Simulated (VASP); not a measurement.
# Cs2Au (P-3m1) in VASP: single point with PBE

Aim: the single point of Cs2Au with PBE.

All numbers are computed with VASP 6.6.1; they aren't measurements. Logs are shortened: lines on timing, memory, paths and dates and some standing lists are left out, and cuts for length are marked.

## (1) The cell of the first run

Symmetry: P-3m1, No. 164, trigonal system. The conventional cell has a = 5.287 Å, b = 5.287 Å, c = 8.844 Å, α = 90.00°, β = 90.00°, γ = 120.00°. Within 5.0 Å of Cs (site symmetry 3m) lie 3 Au at 3.63 Å and 3 Cs at 4.99 Å. Within 4.8 Å of Au (site symmetry -3m) lie 6 Cs at 3.63 Å.

## (2) Single point, PBE

The input, INCAR:

```
SYSTEM = Cs2Au
ALGO     = Normal         ! electronic algorithm
EDIFF    = 1E-6           ! SCF threshold, eV
ENCUT    = 500            ! plane-wave cutoff, eV
GGA      = PE             ! functional
GGA_COMPAT= .False.      
ISIF     = 2              ! what is computed and relaxed
ISMEAR   = -1             ! smearing method
LASPH    = .True.         ! aspherical terms in the spheres
LCHARG   = .False.        ! write CHGCAR
LREAL    = .False.        ! projectors in reciprocal space
LWAVE    = .False.        ! write WAVECAR
NBANDS   = 22             ! bands
NELM     = 120            ! most SCF steps
PREC     = Accurate       ! precision mode
SIGMA    = 0.15           ! smearing width, eV
```

The input, KPOINTS:

```
k-points
0
Gamma
  12 12 6
  0 0 0
```

The input, POSCAR:

```
Cs2Au
1.0
    5.2867698811      0.0000000000      0.0000000000
   -2.6433849405      4.5784770210      0.0000000000
    0.0000000000      0.0000000000      8.8439991334
Cs Au
2 1
Direct
    0.3333333333      0.6666666667      0.2231735722
    0.6666666667      0.3333333333      0.7768264278
    0.0000000000      0.0000000000      0.0000000000
```

Potentials or basis: VASP PAW PBE potentials, release 64 (Cs_sv, Au).

Started as:

```
$ cat potpaw_PBE.64/Cs_sv/POTCAR potpaw_PBE.64/Au/POTCAR > POTCAR
$ mpirun -np 1 vasp_std > vasp.out
```

OUTCAR:

```text
SYSTEM = Cs2Au
   EDIFF = 1E-6
   ENCUT = 500
   GGA = PE
   ISIF = 2
   ISMEAR = -1
   LASPH = .True.
   LREAL = .False.
   NELM = 120
   PREC = Accurate

 ion  position               nearest neighbor table
   1  0.333  0.667  0.223-
   2  0.667  0.333  0.777-
   3  0.000  0.000  0.000-

  LATTYP: Found a hexagonal cell.
 ALAT       =     5.2867698811
 C/A-ratio  =     1.6728549440

  Lattice vectors:

 A1 = (   5.2867698811,   0.0000000000,   0.0000000000)
 A2 = (  -2.6433849405,   4.5784770210,   0.0000000000)
 A3 = (   0.0000000000,   0.0000000000,   8.8439991334)

Analysis of symmetry for initial positions (statically):
=====================================================================
 Subroutine PRICEL returns:
 Original cell was already a primitive cell.

 Routine SETGRP: Setting up the symmetry group for a
 hexagonal supercell.

 Subroutine GETGRP returns: Found 12 space group operations
 (whereof 12 operations were pure point group operations)
 out of a pool of 24 trial point group operations.

The static configuration has the point symmetry D_3d.

Analysis of symmetry for dynamics (positions and initial velocities):
=====================================================================
 Subroutine PRICEL returns:
 Original cell was already a primitive cell.

 Routine SETGRP: Setting up the symmetry group for a
 hexagonal supercell.

 Subroutine GETGRP returns: Found 12 space group operations
 (whereof 12 operations were pure point group operations)
 out of a pool of 24 trial point group operations.

The dynamic configuration has the point symmetry D_3d.

 Subroutine INISYM returns: Found 12 space group operations
 (whereof 12 operations are pure point group operations),
 and found     1 'primitive' translations

----------------------------------------------------------------------------------------

                                     Primitive cell

  volume of cell :     214.0721

  direct lattice vectors                    reciprocal lattice vectors
     5.286769881  0.000000000  0.000000000     0.189151414  0.109206620  0.000000000
    -2.643384940  4.578477021  0.000000000     0.000000000  0.218413240  0.000000000
     0.000000000  0.000000000  8.843999133     0.000000000  0.000000000  0.113071020

  length of vectors
     5.286769881  5.286769881  8.843999133     0.218413240  0.218413240  0.113071020

  position of ions in fractional coordinates (direct lattice)
     0.333333333  0.666666667  0.223173572
     0.666666667  0.333333333  0.776826428
     0.000000000  0.000000000  0.000000000

  ion indices of the primitive-cell ions
   primitive index   ion index
                 1           1
                 2           2
                 3           3

----------------------------------------------------------------------------------------

 KPOINTS: k-points

Automatic generation of k-mesh.
 Grid dimensions read from file:
 generate k-points for:   12   12    6

 Generating k-lattice:

  Cartesian coordinates                     Fractional coordinates (reciprocal lattice)
     0.015762618  0.009100552  0.000000000     0.083333333  0.000000000  0.000000000
     0.000000000  0.018201103  0.000000000     0.000000000  0.083333333  0.000000000
     0.000000000  0.000000000  0.018845170     0.000000000  0.000000000  0.166666667

  Length of vectors
     0.018201103  0.018201103  0.018845170

  Shift w.r.t. Gamma in fractional coordinates (k-lattice)
     0.000000000  0.000000000  0.000000000

 Subroutine IBZKPT returns following result:
 ===========================================

 Found    100 irreducible k-points:

 Following reciprocal coordinates:
            Coordinates               Weight
  0.000000  0.000000  0.000000      1.000000
  0.083333 -0.000000  0.000000      6.000000
  0.166667  0.000000  0.000000      6.000000
  0.250000 -0.000000  0.000000      6.000000
  0.333333  0.000000  0.000000      6.000000
  0.416667  0.000000  0.000000      6.000000
[... 16 lines left out ...]
  0.166667  0.000000  0.166667      6.000000
  0.000000  0.166667  0.166667      6.000000
 [... further k-points ...]
   k-points           NKPTS =    100   k-points in BZ     NKDIM =    100   number of bands    NBANDS=     22
   number of dos      NEDOS =    301   number of ions     NIONS =      3
   total plane-waves  NPLWV = 102400
   dimension x,y,z NGX =    40 NGY =   40 NGZ =   64
   dimension x,y,z NGXF=    80 NGYF=   80 NGZF=  128
   ions per type =               2   1
   NGX,Y,Z   is equivalent  to a cutoff of  12.58, 12.58, 12.03 a.u.
   NGXF,Y,Z  is equivalent  to a cutoff of  25.16, 25.16, 24.06 a.u.
 SYSTEM =  Cs2Au
   PREC   = accura    normal or accurate (medium, high low for compatibility)
   ISTART =      0    job   : 0-new  1-cont  2-samecut
   ICHARG =      2    charge: 1-file 2-atom 10-const
   ISPIN  =      1    spin polarized calculation?
   LNONCOLLINEAR =      F non collinear calculations
   LSORBIT =      F    spin-orbit coupling
   LASPH  =      T    aspherical Exc in radial PAW
   ENCUT  =  500.0 eV  36.75 Ry    6.06 a.u.   9.64  9.64 16.12*2*pi/ulx,y,z
   NELM   =    120;   NELMIN=  2; NELMDL= -5     # of ELM steps
   EDIFF  = 0.1E-05   stopping-criterion for ELM
   LREAL  =      F    real-space projection
   EDIFFG = 0.1E-04   stopping-criterion for IOM
   NSW    =      0    number of steps for IOM
   IBRION =     -1    ionic relax: 0-MD 1-quasi-New 2-CG
   NFREE  =      0    steps in history (QN), initial steepest desc. (CG)
   ISIF   =      2    stress and relaxation
   ISYM   =      2    0-nonsym 1-usesym 2-fastsym
   POTIM  = 0.5000    time-step for ionic-motion
   TEBEG  =    0.0;   TEEND  =   0.0 temperature during run
   PSTRESS=    0.0 pullay stress
   NELECT =      29.0000    total number of electrons
   NUPDOWN=      -1.0000    fix difference up-down
   EMIN   =  10.00;   EMAX   =-10.00  energy-range for DOS
   EFERMI =   0.00;   METHOD = LEGACY
   ISMEAR =    -1;   SIGMA  =   0.15  broadening in eV -4-tet -1-fermi 0-gaus
   EFERMI_NEDOS =   21; number of points for ismear=-14 and -15
   IALGO  =     38    algorithm
   IMIX   =      4    mixing-type and parameters
     AMIX     =   0.40;   BMIX     =  1.00
     AMIX_MAG =   1.60;   BMIX_MAG =  1.00
  volume/ion in A,a.u.               =      71.36       481.54
  Fermi-wavevector in a.u.,A,eV,Ry     =   0.840790  1.588862  9.618333  0.706928
  Thomas-Fermi vector in A             =   1.955229
   LORBIT       =      0    0 simple, 1 ext, 2 COOP (PROOUT), +10 PAW based schemes
   GGA     = PE    functional components
   LHFCALC =     F    Hartree Fock is set to
   AEXX    =    0.0000 exact exchange contribution
   IVDW    =     0    specifies the selected vdW correction
   LEPSILON=     F    determine dielectric tensor
   LRPA    =     F    only Hartree local field effects (RPA)
 non-spin polarized calculation
  energy-cutoff  :      500.00
  volume of cell :      214.07
 maximum number of plane-waves:      5480
 NGX is ok and might be reduce to    40
   NGX = 19   NGY = 19   NGZ = 33

 number of electron      29.0000002 magnetization

 Free energy of the ion-electron system (eV)
  ---------------------------------------------------
  ext. energy  EPLUGINS =         0.00000000
  ---------------------------------------------------
  free energy    TOTEN  =        -5.70292702 eV

  energy without entropy =       -5.54581907  energy(sigma->0) =       -5.62437304

 E-fermi :   1.2701     XC(G=0):  -6.2447

 val. band max:        1.2650055289   @ k =   0.2500   0.1667   0.1667
 cond. band min:       1.2706314586   @ k =   0.0000   0.0000   0.0000
 fundamental gap:      0.0056259297
 Fermi energy:         1.2701156437

 k-point     1 :       0.0000    0.0000    0.0000
  band No.  band energies     occupation
      1     -22.0625      2.00000
      2     -22.0493      2.00000
      3      -9.0571      2.00000
      4      -8.8555      2.00000
      5      -8.8555      2.00000
      6      -8.8156      2.00000
[... 14 lines left out ...]
     21       4.6785      0.00000
     22       5.1518      0.00000

 k-point     2 :       0.0833   -0.0000    0.0000
  band No.  band energies     occupation
      1     -22.0618      2.00000
      2     -22.0491      2.00000
      3      -9.0522      2.00000
      4      -8.8670      2.00000
      5      -8.8576      2.00000
      6      -8.8200      2.00000
[... 14 lines left out ...]
     21       4.7198      0.00000
     22       4.7756      0.00000

 k-point     3 :       0.1667    0.0000    0.0000
  band No.  band energies     occupation
      1     -22.0599      2.00000
      2     -22.0485      2.00000
      3      -9.0390      2.00000
      4      -8.8952      2.00000
      5      -8.8634      2.00000
      6      -8.8531      2.00000
[... 14 lines left out ...]
     21       4.5868      0.00000
     22       4.6605      0.00000

 k-point     4 :       0.2500   -0.0000    0.0000
  band No.  band energies     occupation
      1     -22.0572      2.00000
      2     -22.0477      2.00000
      3      -9.0232      2.00000
      4      -8.9326      2.00000
      5      -8.8897      2.00000
      6      -8.8713      2.00000
[... 14 lines left out ...]
     21       4.6356      0.00000
     22       4.7391      0.00000

 k-point     5 :       0.3333    0.0000    0.0000
  band No.  band energies     occupation
      1     -22.0542      2.00000
      2     -22.0472      2.00000
      3      -9.0188      2.00000
      4      -8.9661      2.00000
      5      -8.9118      2.00000
      6      -8.8791      2.00000
[... 417 lines left out ...]
 k-point    22 :       0.0000    0.0833    0.1667
  band No.  band energies     occupation
      1     -22.0615      2.00000
      2     -22.0494      2.00000
      3      -9.0439      2.00000
      4      -8.8670      2.00000
      5      -8.8571      2.00000
      6      -8.8275      2.00000
[... 14 lines left out ...]
     21       4.5826      0.00000
     22       4.9935      0.00000

 k-point    23 :       0.1667    0.0000    0.1667
  band No.  band energies     occupation
      1     -22.0596      2.00000
      2     -22.0488      2.00000
      3      -9.0319      2.00000
      4      -8.8987      2.00000
      5      -8.8615      2.00000
      6      -8.8520      2.00000
[... 14 lines left out ...]
     21       4.5246      0.00000
     22       4.7504      0.00000

 k-point    24 :       0.0000    0.1667    0.1667
  band No.  band energies     occupation
      1     -22.0596      2.00000
      2     -22.0487      2.00000
      3      -9.0333      2.00000
      4      -8.8949      2.00000
      5      -8.8631      2.00000
      6      -8.8568      2.00000
[... 14 lines left out ...]
     21       4.5386      0.00000
     22       4.8007      0.00000

 [... further k-points ...]

------------------------ aborting loop because EDIFF is reached ----------------------------------------

  FORCE on cell =-STRESS in cart. coord.  units (eV):
  Direction    XX          YY          ZZ          XY          YZ          ZX
  --------------------------------------------------------------------------------------
  -------------------------------------------------------------------------------------
  Total        0.0106136      0.0106136      0.0046375      0.0000000     -0.0000000     -0.0000000
  in kB        0.0794351      0.0794351      0.0347081      0.0000000     -0.0000000     -0.0000000
  external PRESSURE =       0.0645261 kB  Pullay stress =       0.0000000 kB

 VOLUME and BASIS-vectors are now :
 -----------------------------------------------------------------------------
  energy-cutoff  :      500.00
  volume of cell :      214.07
      direct lattice vectors                 reciprocal lattice vectors
     5.286769881  0.000000000  0.000000000     0.189151414  0.109206620  0.000000000
    -2.643384940  4.578477021  0.000000000     0.000000000  0.218413240  0.000000000
     0.000000000  0.000000000  8.843999133     0.000000000  0.000000000  0.113071020

 POSITION                                       TOTAL-FORCE (eV/Angst)
 -----------------------------------------------------------------------------------
     -0.00000      3.05232      1.97375        -0.000000      0.000000      0.006273
      2.64338      1.52616      6.87025         0.000000      0.000000     -0.006273
      0.00000      0.00000      0.00000         0.000000      0.000000      0.000000
 -----------------------------------------------------------------------------------
    total drift:                                0.000000      0.000000     -0.000000

  FREE ENERGIE OF THE ION-ELECTRON SYSTEM (eV)
  ---------------------------------------------------
  free  energy   TOTEN  =        -5.7029270242 eV

  energy  without entropy=       -5.5458190650  energy(sigma->0) =       -5.62437304
```

It took 9.8 min on 1 thread of Intel Xeon 8259CL, shared host; peak memory 0.61 GiB.

Results:

* Free energy: -5.7029 eV
* Pressure: 0.0 GPa
* Largest force: 0.006 eV/Å
* Band gap on the k mesh: zero (an odd number of electrons rules out a gap without spin polarisation)

Forces on the atoms (eV/Å):
```
Cs   0.000  0.000  0.006
Cs   0.000  0.000 -0.006
Au   0.000  0.000  0.000
```

Levels at points of the mesh, in eV from the Fermi level:
```tsv
k point	band 12	band 13	band 14	band 15	band 16	band 17	band 18	band 19
(0.00, 0.00, 0.00)	-3.69	-3.69	-3.52	-0.14	0.00	1.94	1.94	3.14
(0.50, 0.00, 0.00)	-3.63	-3.63	-2.89	-0.02	1.01	1.56	1.69	1.75
(0.00, 0.00, 0.50)	-3.69	-3.69	-3.44	-0.89	1.25	1.89	1.89	2.04
(0.50, 0.00, 0.50)	-3.63	-3.63	-2.90	0.06	1.13	1.15	1.57	2.04
```

Caveat: spin-orbit coupling is left out, which moves the levels of the heavy elements.
